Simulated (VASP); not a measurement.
# HfN (I4/mmm) in VASP: further runs

The runs below take HfN through single point, with PBEsol.

Program: VASP 6.6.1. These are calculated values, not measurements. Logs are shortened: lines on timing, memory, paths and dates and some standing lists are left out, and cuts for length are marked.

## 1. The cell of the first run

Symmetry: I4/mmm, No. 139, tetragonal system. The conventional cell has a = 3.024 Å, b = 3.024 Å, c = 4.389 Å, α = 90.00°, β = 90.00°, γ = 90.00°. Hf (site symmetry 4/mmm) has 6 N at 2.14 to 2.19 Å within 2.8 Å. Within 2.8 Å of N (site symmetry 4/mmm) lie 6 Hf at 2.14 to 2.19 Å.

## 2. Single point, PBEsol (strain -0.050 along x and y, -0.025 along z)

Input file INCAR:

```
PREC = Accurate
ENCUT = 600
EDIFF = 1E-6
ISMEAR = 0
SIGMA = 0.15
LREAL = F
LASPH = T
NELM = 120
ALGO = Normal
ISIF = 2
LWAVE = F
LCHARG = T
GGA = PS
LELF = T
LVHAR = T
NBANDS = 14
GGA_COMPAT = F
```

Input file KPOINTS:

```
regular mesh
0
Gamma
  22 22 22
```

Input file POSCAR:

```
HfN
1.0
    0.0000000000      2.1382369700      2.1945063640
    2.1382369700      0.0000000000      2.1945063640
    2.1382369700      2.1382369700      0.0000000000
Hf N
1 1
Direct
    0.0000000000      0.0000000000      0.0000000000
    0.5000000000      0.5000000000      0.5000000000
```

Potentials or basis: VASP PAW PBE potentials, release 64 (Hf_pv, N).

Command:

```console
$ cat potpaw_PBE.64/Hf_pv/POTCAR potpaw_PBE.64/N/POTCAR > POTCAR
$ mpirun -np 1 vasp_std > vasp.out
```

OUTCAR:

```text
PREC = Accurate
   ENCUT = 600
   EDIFF = 1E-6
   ISMEAR = 0
   LREAL = F
   LASPH = T
   NELM = 120
   ISIF = 2
   GGA = PS

 ion  position               nearest neighbor table
   1  0.000  0.000  0.000-   2 2.14   2 2.14   2 2.14   2 2.14   2 2.19   2 2.19
   2  0.500  0.500  0.500-   1 2.14   1 2.14   1 2.14   1 2.14   1 2.19   1 2.19

  LATTYP: Found a body centered tetragonal cell.
 ALAT       =     3.0239237225
 C/A-ratio  =     1.4514297088

  Lattice vectors:

 A1 = (  -2.1382369700,   0.0000000000,   2.1945063640)
 A2 = (   2.1382369700,   0.0000000000,   2.1945063640)
 A3 = (   0.0000000000,   2.1382369700,  -2.1945063640)

Analysis of symmetry for initial positions (statically):
=====================================================================
 Subroutine PRICEL returns:
 Original cell was already a primitive cell.

 Routine SETGRP: Setting up the symmetry group for a
 body centered tetragonal supercell.

 Subroutine GETGRP returns: Found 16 space group operations
 (whereof 16 operations were pure point group operations)
 out of a pool of 16 trial point group operations.

The static configuration has the point symmetry D_4h.

Analysis of symmetry for dynamics (positions and initial velocities):
=====================================================================
 Subroutine PRICEL returns:
 Original cell was already a primitive cell.

 Routine SETGRP: Setting up the symmetry group for a
 body centered tetragonal supercell.

 Subroutine GETGRP returns: Found 16 space group operations
 (whereof 16 operations were pure point group operations)
 out of a pool of 16 trial point group operations.

The dynamic configuration has the point symmetry D_4h.

 Subroutine INISYM returns: Found 16 space group operations
 (whereof 16 operations are pure point group operations),
 and found     1 'primitive' translations

----------------------------------------------------------------------------------------

                                     Primitive cell

  volume of cell :      20.0668

  direct lattice vectors                    reciprocal lattice vectors
     0.000000000  2.138236970  2.194506364    -0.233837506  0.233837506  0.227841672
     2.138236970  0.000000000  2.194506364     0.233837506 -0.233837506  0.227841672
     2.138236970  2.138236970  0.000000000     0.233837506  0.233837506 -0.227841672

  length of vectors
     3.063970548  3.063970548  3.023923723     0.401586586  0.401586586  0.401586586

  position of ions in fractional coordinates (direct lattice)
     0.000000000  0.000000000  0.000000000
     0.500000000  0.500000000  0.500000000

[... 82 lines left out ...]
   ISIF   =      2    stress and relaxation
   ISYM   =      2    0-nonsym 1-usesym 2-fastsym
   POTIM  = 0.5000    time-step for ionic-motion
   TEBEG  =    0.0;   TEEND  =   0.0 temperature during run
   PSTRESS=    0.0 pullay stress
   NELECT =      15.0000    total number of electrons
   NUPDOWN=      -1.0000    fix difference up-down
   EMIN   =  10.00;   EMAX   =-10.00  energy-range for DOS
   EFERMI =   0.00;   METHOD = LEGACY
   ISMEAR =     0;   SIGMA  =   0.15  broadening in eV -4-tet -1-fermi 0-gaus
   EFERMI_NEDOS =   21; number of points for ismear=-14 and -15
   IALGO  =     38    algorithm
   IMIX   =      4    mixing-type and parameters
     AMIX     =   0.40;   BMIX     =  1.00
     AMIX_MAG =   1.60;   BMIX_MAG =  1.00
  volume/ion in A,a.u.               =      10.03        67.71
  Fermi-wavevector in a.u.,A,eV,Ry     =   1.485750  2.807660 30.034223  2.207453
  Thomas-Fermi vector in A             =   2.599123
   LORBIT       =      0    0 simple, 1 ext, 2 COOP (PROOUT), +10 PAW based schemes
   GGA     = PS    functional components
   LHFCALC =     F    Hartree Fock is set to
   AEXX    =    0.0000 exact exchange contribution
   IVDW    =     0    specifies the selected vdW correction
   LEPSILON=     F    determine dielectric tensor
   LRPA    =     F    only Hartree local field effects (RPA)
 non-spin polarized calculation
 Gauss-broadening in eV      SIGMA  =   0.15
  energy-cutoff  :      600.00
  volume of cell :       20.07
 maximum number of plane-waves:       682
   NGX = 13   NGY = 13   NGZ = 13

 number of electron      14.9999998 magnetization

 Free energy of the ion-electron system (eV)
  ---------------------------------------------------
  ext. energy  EPLUGINS =         0.00000000
  ---------------------------------------------------
  free energy    TOTEN  =       -22.64340322 eV

  energy without entropy =      -22.63767258  energy(sigma->0) =      -22.64053790

 E-fermi :   9.4752     XC(G=0): -13.6340

 val. band max:        9.4721638528   @ k =   0.3182   0.1818   0.1364
 cond. band min:       9.4907196584   @ k =   0.5000   0.2273   0.0455
 fundamental gap:      0.0185558056
 Fermi energy:         9.4752129563

 k-point     1 :       0.0000    0.0000    0.0000
  band No.  band energies     occupation
      1     -21.0278      2.00000
      2     -21.0150      2.00000
      3     -21.0150      2.00000
      4      -8.7772      2.00000
      5       6.2237      2.00000
      6       6.4217      2.00000
      7       6.4217      2.00000
      8       8.7804      2.00000
      9       9.1245      1.99905
     10       9.1245      1.99905
     11      11.3184      0.00000
     12      11.9963      0.00000
     13      12.9804      0.00000
     14      19.3667      0.00000
[... 377 lines left out ...]
      1     -22.5971      2.00000
      2     -21.2089      2.00000
      3     -21.1157      2.00000
      4      -5.1574      2.00000
      5      -0.1365      2.00000
      6       2.6020      2.00000
      7       2.6213      2.00000
      8      13.0541      0.00000
      9      13.6845      0.00000
     10      13.8554      0.00000
     11      15.2849      0.00000
     12      19.4016      0.00000
     13      20.5114      0.00000
     14      22.3556      0.00000

 [... further k-points ...]
[... 5 lines left out ...]
  --------------------------------------------------------------------------------------
  -------------------------------------------------------------------------------------
  Total        6.7381320      6.7381320      3.8499366      0.0000000     -0.0000000      0.0000000
  in kB      537.9867585    537.9867585    307.3871095      0.0000000     -0.0000000      0.0000000
  external PRESSURE =     461.1202088 kB  Pullay stress =       0.0000000 kB

 VOLUME and BASIS-vectors are now :
 -----------------------------------------------------------------------------
  energy-cutoff  :      600.00
  volume of cell :       20.07
      direct lattice vectors                 reciprocal lattice vectors
     0.000000000  2.138236970  2.194506364    -0.233837506  0.233837506  0.227841672
     2.138236970  0.000000000  2.194506364     0.233837506 -0.233837506  0.227841672
     2.138236970  2.138236970  0.000000000     0.233837506  0.233837506 -0.227841672

 POSITION                                       TOTAL-FORCE (eV/Angst)
 -----------------------------------------------------------------------------------
      0.00000      0.00000      0.00000        -0.000000      0.000000      0.000000
      2.13824      2.13824      2.19451         0.000000     -0.000000     -0.000000
 -----------------------------------------------------------------------------------
    total drift:                                0.000000     -0.000000     -0.000000

  FREE ENERGIE OF THE ION-ELECTRON SYSTEM (eV)
  ---------------------------------------------------
  free  energy   TOTEN  =       -22.6434032154 eV

  energy  without entropy=      -22.6376725844  energy(sigma->0) =      -22.64053790
```

Run time: 62 s. Hardware: 1 thread of Intel Xeon 6975P-C (Granite Rapids), shared host; peak memory 0.4 GiB.

Results:

| Item | Value |
| --- | --- |
| Free energy | -22.6434 eV |
| Pressure | 46.1 GPa |
| Band gap on the k mesh | zero (an odd number of electrons rules out a gap without spin polarisation) |

Caveat: the cell differs from its parent crystal (strain -0.050 along x and y, -0.025 along z); the stress differs along the axes, from 31 to 54 GPa; the PAW data sets were made with another functional, which shifts forces and pressure a little; spin-orbit coupling is left out, which moves the levels of the heavy elements.

## 3. Single point, PBEsol (strain -0.050 along x and y, +0.000 along z)

Input file INCAR:

```
SYSTEM = HfN
  PREC = Accurate
  ENCUT = 600
  EDIFF = 1E-6
  ISMEAR = 0
  SIGMA = 0.15
  LREAL = .FALSE.
  LASPH = .TRUE.
  NELM = 120
  ALGO = Normal
  ISIF = 2
  LWAVE = .FALSE.
  LCHARG = .FALSE.
  GGA = PS
  NBANDS = 14
  GGA_COMPAT = .FALSE.
```

Input file KPOINTS:

```
regular mesh
0
G
  22 22 22
  0 0 0
```

Input file POSCAR:

```
HfN
1.0
    0.0000000000      2.1382369700      2.2507757579
    2.1382369700      0.0000000000      2.2507757579
    2.1382369700      2.1382369700      0.0000000000
Hf N
1 1
Direct
    0.0000000000      0.0000000000      0.0000000000
    0.5000000000      0.5000000000      0.5000000000
```

Potentials or basis: VASP PAW PBE potentials, release 64 (Hf_pv, N).

Command:

```console
$ cat potpaw_PBE.64/Hf_pv/POTCAR potpaw_PBE.64/N/POTCAR > POTCAR
$ mpirun -np 1 vasp_std > vasp.out
```

Run time: 96 s. Hardware: 1 thread of Intel Xeon 6975P-C (Granite Rapids), shared host; peak memory 0.42 GiB.

It converged, with:

```yaml
Free_energy: -22.7077 eV
Pressure: 36.2 GPa
Band_gap_on_the_k_mesh: zero (an odd number of electrons rules out a gap without spin polarisation)
```

Stress tensor (GPa, compression positive):
```
49.51  0.00  0.00
 0.00 49.51  0.00
 0.00  0.00  9.70
```

Levels at points of the mesh, in eV from the Fermi level:
```csv
k point,band 5,band 6,band 7,band 8,band 9,band 10,band 11,band 12
"(0.00, 0.00, 0.00)",-3.34,-2.99,-2.99,-0.89,-0.22,-0.22,1.17,2.65
"(0.50, 0.00, 0.00)",-9.59,-6.84,-6.77,3.84,4.15,4.58,5.00,9.43
"(0.50, 0.50, 0.00)",-5.71,-4.30,-3.50,-3.50,4.73,6.45,6.45,7.06
"(0.50, 0.00, 0.50)",-5.06,-4.43,-3.95,-3.56,4.48,5.99,6.92,7.34
```

Caveat: the cell differs from its parent crystal (strain -0.050 along x and y, +0.000 along z); the stress differs along the axes, from 10 to 50 GPa; the PAW data sets were made with another functional, which shifts forces and pressure a little; spin-orbit coupling is left out, which moves the levels of the heavy elements.

(Part 1 of 2 ends here.)
